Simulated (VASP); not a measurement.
The system is BaTe.

```
CELL_PARAMETERS angstrom
0.00000 3.53239 3.53239
3.53239 0.00000 3.53239
3.53239 3.53239 0.00000
ATOMIC_POSITIONS crystal
Ba 0.00000 0.00000 0.00000
Te 0.50000 0.50000 0.50000
```

Base run:

| Quantity | Value |
| --- | --- |
| Program | VASP 6.6.1 |
| Functional | r2SCAN |
| Potentials or basis | VASP PAW PBE potentials, release 64 (Ba_sv, Te) |
| Cutoff | 520 eV |
| k mesh | 6 × 6 × 6 |
| Occupations | gaussian, width 0.01 eV |
| Spin | no spin polarisation |

Its results: band gap on the k mesh 1.93 eV (least direct gap 2.32 eV); pressure 0.3 GPa.

Question: The run is repeated on the same cell with these changes: functional from r2SCAN to PBE. What comes out?

Answer: Band gap on the k mesh 1.58 eV (least direct gap 1.96 eV); pressure 0.3 GPa.

Caveats: spin-orbit coupling is left out, which moves the levels of the heavy elements; the PAW data sets were made with another functional, which shifts forces and pressure a little (at least some runs).

A k mesh can miss the band edges.
